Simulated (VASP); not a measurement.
# Sc (P6_3/mmc) in VASP: settings compared, part 2 of 2

VASP 6.6.1. Earlier steps stand in the parts before.

### 4 Single point, PBE+D3(BJ)

This run uses another cell than the first one, of 23.64 Å³/atom, 0.892 times its volume.

File INCAR:

```
SYSTEM = Sc
PREC = Accurate
ENCUT = 520
EDIFF = 1E-7
ISMEAR = -1
SIGMA = 0.05
LREAL = .FALSE.
LASPH = .TRUE.
NELM = 60
ALGO = Normal
ISIF = 2
LWAVE = .FALSE.
LCHARG = .FALSE.
GGA = PE
IVDW = 12
NBANDS = 18
```

File KPOINTS:

```
Automatic mesh
0
G
  9 9 5
  0 0 0
```

File POSCAR:

```
Sc
1.0
    3.2736613796      0.0000000000      0.0000000000
   -1.6368306898      2.8350739181      0.0000000000
    0.0000000000      0.0000000000      5.0951013442
Sc
2
Direct
    0.6666666667      0.3333333333      0.7500000000
    0.3333333333      0.6666666667      0.2500000000
```

Potentials or basis: VASP PAW PBE potentials, release 64 (Sc_sv).

The run is started by

```console
cat potpaw_PBE.64/Sc_sv/POTCAR > POTCAR
mpirun -np 1 vasp_std > vasp.out
```

OUTCAR:

```text
SYSTEM = Sc
   PREC = Accurate
   ENCUT = 520
   EDIFF = 1E-7
   ISMEAR = -1
   LREAL = .FALSE.
   LASPH = .TRUE.
   NELM = 60
   ISIF = 2
   GGA = PE
   IVDW = 12
 IVDW          = 12

 ion  position               nearest neighbor table
   1  0.667  0.333  0.750-   2 3.17   2 3.17   2 3.17   2 3.17   2 3.17   2 3.17
   2  0.333  0.667  0.250-   1 3.17   1 3.17   1 3.17   1 3.17   1 3.17   1 3.17

  LATTYP: Found a hexagonal cell.
 ALAT       =     3.2736613796
 C/A-ratio  =     1.5563922939

  Lattice vectors:

 A1 = (   3.2736613796,   0.0000000000,   0.0000000000)
 A2 = (  -1.6368306898,   2.8350739181,   0.0000000000)
 A3 = (   0.0000000000,   0.0000000000,   5.0951013442)

Analysis of symmetry for initial positions (statically):
=====================================================================
 Subroutine PRICEL returns:
 Original cell was already a primitive cell.

 Routine SETGRP: Setting up the symmetry group for a
 hexagonal supercell.

 Subroutine GETGRP returns: Found 24 space group operations
 (whereof 12 operations were pure point group operations)
 out of a pool of 24 trial point group operations.

The static configuration has the point symmetry D_3d.
 The point group associated with its full space group is D_6h.

Analysis of symmetry for dynamics (positions and initial velocities):
=====================================================================
 Subroutine PRICEL returns:
 Original cell was already a primitive cell.

 Routine SETGRP: Setting up the symmetry group for a
 hexagonal supercell.

 Subroutine GETGRP returns: Found 24 space group operations
 (whereof 12 operations were pure point group operations)
 out of a pool of 24 trial point group operations.

The dynamic configuration has the point symmetry D_3d.
 The point group associated with its full space group is D_6h.

 Subroutine INISYM returns: Found 24 space group operations
 (whereof 12 operations are pure point group operations),
 and found     1 'primitive' translations

----------------------------------------------------------------------------------------

                                     Primitive cell

  volume of cell :      47.2880

  direct lattice vectors                    reciprocal lattice vectors
     3.273661380  0.000000000  0.000000000     0.305468368  0.176362245  0.000000000
    -1.636830690  2.835073918  0.000000000     0.000000000  0.352724489  0.000000000
     0.000000000  0.000000000  5.095101344     0.000000000  0.000000000  0.196266950

  length of vectors
     3.273661380  3.273661380  5.095101344     0.352724489  0.352724489  0.196266950

  position of ions in fractional coordinates (direct lattice)
     0.666666667  0.333333333  0.750000000
     0.333333333  0.666666667  0.250000000

  ion indices of the primitive-cell ions
   primitive index   ion index
                 1           1
                 2           2

----------------------------------------------------------------------------------------

 KPOINTS: Automatic mesh

Automatic generation of k-mesh.
 Grid dimensions read from file:
 generate k-points for:    9    9    5

 Generating k-lattice:

  Cartesian coordinates                     Fractional coordinates (reciprocal lattice)
     0.033940930  0.019595805  0.000000000     0.111111111 -0.000000000  0.000000000
     0.000000000  0.039191610  0.000000000     0.000000000  0.111111111  0.000000000
     0.000000000  0.000000000  0.039253390     0.000000000  0.000000000  0.200000000

  Length of vectors
     0.039191610  0.039191610  0.039253390

  Shift w.r.t. Gamma in fractional coordinates (k-lattice)
     0.000000000  0.000000000  0.000000000

 Subroutine IBZKPT returns following result:
 ===========================================

 Found     36 irreducible k-points:

 Following reciprocal coordinates:
            Coordinates               Weight
  0.000000  0.000000  0.000000      1.000000
  0.111111  0.000000  0.000000      6.000000
  0.222222 -0.000000  0.000000      6.000000
  0.333333  0.000000  0.000000      6.000000
  0.444444 -0.000000  0.000000      6.000000
  0.111111  0.111111  0.000000      6.000000
[... 16 lines left out ...]
  0.333333  0.222222  0.200000     24.000000
  0.333333  0.333333  0.200000      4.000000
 [... further k-points ...]
   k-points           NKPTS =     36   k-points in BZ     NKDIM =     36   number of bands    NBANDS=     18
   number of dos      NEDOS =    301   number of ions     NIONS =      2
   total plane-waves  NPLWV =  23040
   dimension x,y,z NGX =    24 NGY =   24 NGZ =   40
   dimension x,y,z NGXF=    48 NGYF=   48 NGZF=   80
   ions per type =               2
   NGX,Y,Z   is equivalent  to a cutoff of  12.19, 12.19, 13.05 a.u.
   NGXF,Y,Z  is equivalent  to a cutoff of  24.38, 24.38, 26.10 a.u.
 SYSTEM =  Sc
   PREC   = accura    normal or accurate (medium, high low for compatibility)
   ISTART =      0    job   : 0-new  1-cont  2-samecut
   ICHARG =      2    charge: 1-file 2-atom 10-const
   ISPIN  =      1    spin polarized calculation?
   LNONCOLLINEAR =      F non collinear calculations
   LSORBIT =      F    spin-orbit coupling
   LASPH  =      T    aspherical Exc in radial PAW
   ENCUT  =  520.0 eV  38.22 Ry    6.18 a.u.   6.09  6.09  9.47*2*pi/ulx,y,z
   NELM   =     60;   NELMIN=  2; NELMDL= -5     # of ELM steps
   EDIFF  = 0.1E-06   stopping-criterion for ELM
   LREAL  =      F    real-space projection
   EDIFFG = 0.1E-05   stopping-criterion for IOM
   NSW    =      0    number of steps for IOM
   IBRION =     -1    ionic relax: 0-MD 1-quasi-New 2-CG
   NFREE  =      0    steps in history (QN), initial steepest desc. (CG)
   ISIF   =      2    stress and relaxation
   ISYM   =      2    0-nonsym 1-usesym 2-fastsym
   POTIM  = 0.5000    time-step for ionic-motion
   TEBEG  =    0.0;   TEEND  =   0.0 temperature during run
   PSTRESS=    0.0 pullay stress
   NELECT =      22.0000    total number of electrons
   NUPDOWN=      -1.0000    fix difference up-down
   EMIN   =  10.00;   EMAX   =-10.00  energy-range for DOS
   EFERMI =   0.00;   METHOD = LEGACY
   ISMEAR =    -1;   SIGMA  =   0.05  broadening in eV -4-tet -1-fermi 0-gaus
   EFERMI_NEDOS =   21; number of points for ismear=-14 and -15
   IALGO  =     38    algorithm
   IMIX   =      4    mixing-type and parameters
     AMIX     =   0.40;   BMIX     =  1.00
     AMIX_MAG =   1.60;   BMIX_MAG =  1.00
  volume/ion in A,a.u.               =      23.64       159.56
  Fermi-wavevector in a.u.,A,eV,Ry     =   1.268524  2.397163 21.893862  1.609153
  Thomas-Fermi vector in A             =   2.401614
   LORBIT       =      0    0 simple, 1 ext, 2 COOP (PROOUT), +10 PAW based schemes
   GGA     = PE    functional components
   LHFCALC =     F    Hartree Fock is set to
   AEXX    =    0.0000 exact exchange contribution
   IVDW    =    12    specifies the selected vdW correction
   LEPSILON=     F    determine dielectric tensor
   LRPA    =     F    only Hartree local field effects (RPA)
 non-spin polarized calculation
  energy-cutoff  :      520.00
  volume of cell :       47.29
 maximum number of plane-waves:      1296
   NGX = 13   NGY = 13   NGZ = 19

 number of electron      22.0000007 magnetization

 Free energy of the ion-electron system (eV)
  ---------------------------------------------------
  ext. energy  EPLUGINS =         0.00000000
  ---------------------------------------------------
  free energy    TOTEN  =       -12.49805987 eV

  energy without entropy =      -12.46393153  energy(sigma->0) =      -12.48099570

 E-fermi :   3.9312     XC(G=0): -10.0452

 val. band max:        3.9079711198   @ k =   0.3333   0.1111   0.4000
 cond. band min:       3.9321990813   @ k =   0.4444   0.1111   0.4000
 fundamental gap:      0.0242279616
 Fermi energy:         3.9311587803

 k-point     1 :       0.0000    0.0000    0.0000
  band No.  band energies     occupation
      1     -45.3855      2.00000
      2     -45.3005      2.00000
      3     -24.2538      2.00000
      4     -23.8583      2.00000
      5     -23.8583      2.00000
      6     -23.7823      2.00000
[... 10 lines left out ...]
     17       6.3264      0.00000
     18       6.3264      0.00000
[... 463 lines left out ...]
 k-point    24 :       0.3333    0.3333    0.2000
  band No.  band energies     occupation
      1     -45.2998      2.00000
      2     -45.2998      2.00000
      3     -24.0921      2.00000
      4     -24.0887      2.00000
      5     -24.0887      2.00000
      6     -23.9577      2.00000
[... 10 lines left out ...]
     17       7.7115      0.00000
     18       7.7115      0.00000

 [... further k-points ...]

------------------------ aborting loop because EDIFF is reached ----------------------------------------

 Edisp (eV)   -0.80993

 E8    (eV) :    -0.3928

  FORCE on cell =-STRESS in cart. coord.  units (eV):
  Direction    XX          YY          ZZ          XY          YZ          ZX
  --------------------------------------------------------------------------------------
  -------------------------------------------------------------------------------------
  Total      -0.09394    -0.09394    -0.09900     0.00000     0.00000    -0.00000
  in kB      -3.18268    -3.18268    -3.35436     0.00000     0.00000    -0.00000
  external pressure =       -3.24 kB  Pullay stress =        0.00 kB

 VOLUME and BASIS-vectors are now :
 -----------------------------------------------------------------------------
  energy-cutoff  :      520.00
  volume of cell :       47.29
      direct lattice vectors                 reciprocal lattice vectors
     3.273661380  0.000000000  0.000000000     0.305468368  0.176362245  0.000000000
    -1.636830690  2.835073918  0.000000000     0.000000000  0.352724489  0.000000000
     0.000000000  0.000000000  5.095101344     0.000000000  0.000000000  0.196266950

 POSITION                                       TOTAL-FORCE (eV/Angst)
 -----------------------------------------------------------------------------------
      1.63683      0.94502      3.82133        -0.000000     -0.000000      0.000000
     -0.00000      1.89005      1.27378         0.000000      0.000000      0.000000
 -----------------------------------------------------------------------------------
    total drift:                                0.000000     -0.000000      0.000000

  FREE ENERGIE OF THE ION-ELECTRON SYSTEM (eV)
  ---------------------------------------------------
  free  energy   TOTEN  =       -13.3079922800 eV

  energy  without entropy=      -13.2738639315  energy(sigma->0) =      -13.29092811
```

OSZICAR:

```text
N       E                     dE             d eps       ncg     rms          rms(c)
DAV:   1     0.360301438641E+03    0.36030E+03   -0.11084E+04  1296   0.131E+03
DAV:   2     0.719420771549E+01   -0.35311E+03   -0.34612E+03  1544   0.542E+02
DAV:   3    -0.133328921859E+02   -0.20527E+02   -0.19835E+02  2118   0.160E+02
DAV:   4    -0.138127014000E+02   -0.47981E+00   -0.46958E+00  1974   0.210E+01
DAV:   5    -0.138172659767E+02   -0.45646E-02   -0.45634E-02  2222   0.243E+00    0.789E+00
DAV:   6    -0.126614988372E+02    0.11558E+01   -0.26090E+00  1688   0.181E+01    0.240E+00
DAV:   7    -0.125087461600E+02    0.15275E+00   -0.67600E-01  1768   0.841E+00    0.841E-01
DAV:   8    -0.124993233739E+02    0.94228E-02   -0.27728E-02  1626   0.208E+00    0.235E-01
DAV:   9    -0.124980511372E+02    0.12722E-02   -0.68163E-03  1792   0.887E-01    0.209E-02
DAV:  10    -0.124980638856E+02   -0.12748E-04   -0.11651E-04  2016   0.144E-01    0.771E-03
DAV:  11    -0.124980577841E+02    0.61015E-05   -0.37062E-06  1926   0.237E-02    0.203E-03
DAV:  12    -0.124980602731E+02   -0.24890E-05   -0.32236E-07  1392   0.592E-03    0.925E-04
DAV:  13    -0.124980598850E+02    0.38814E-06   -0.37936E-08   930   0.382E-03    0.911E-05
DAV:  14    -0.124980598748E+02    0.10246E-07   -0.12881E-08   876   0.255E-03
   1 F= -.13307992E+02 E0= -.13290928E+02  d E =-.341283E-01
```

stdout:

```text
POSCAR found type information on POSCAR Sc
 POSCAR found :  1 types and       2 ions
 scaLAPACK will be used
 LDA part: xc-table for (Slater+PW92), standard interpolation
 POSCAR, INCAR and KPOINTS ok, starting setup
 FFT: planning ... GRIDC
 FFT: planning ... GRID_SOFT
 FFT: planning ... GRID
 WAVECAR not read
 entering main loop
```

Run time: 27 s. Hardware: 1 thread of AMD EPYC 7R43 (Zen 3), shared host; peak memory 0.14 GiB.

Results:

```yaml
Free_energy: -13.3080 eV
Pressure: -0.3 GPa
Band_gap_on_the_k_mesh: zero (band 11 reaches 4.71 eV, above the bottom of band 12 at 3.38 eV)
Dispersion_energy_per_atom: -0.405 eV
```

Levels at points of the mesh, in eV from the Fermi level:
```
           k point  band 8  band 9  band 10  band 11  band 12  band 13  band 14  band 15
(0.00, 0.00, 0.00)  -27.68   -5.21    -1.69     0.71     1.64     1.64     1.92     2.11
```

Caveat: three body term missing; pairwise dispersion overbinds metals, which lowers pressure and volume.

### 5 Overview

| level | cell | gap on the mesh (eV) | pressure (GPa) |
| --- | --- | --- | --- |
| PBEsol | a = 3.374, b = 3.374, c = 5.377 Å, angles 90.0, 90.0, 120.0°, 2 atoms | none | -5.3 |
| PBE+D3(BJ) | a = 3.267, b = 3.267, c = 5.084 Å, angles 90.0, 90.0, 120.0°, 2 atoms | none | 0.0 |
| PBE+D3(BJ) | a = 3.274, b = 3.274, c = 5.095 Å, angles 90.0, 90.0, 120.0°, 2 atoms | none | -0.3 |

Alike in all rows: task single point; potentials or basis VASP PAW PBE potentials, release 64 (Sc_sv); no spin polarisation; k mesh 9 × 9 × 5; cutoff (eV) 520; smearing fermi-dirac 0.05 eV.

Caveats: pairwise dispersion overbinds metals, which lowers pressure and volume (some runs); the PAW data sets were made with another functional, which shifts forces and pressure a little (some runs); three body term missing (some runs).

Absolute energies hang on the potentials; compare differences alone.
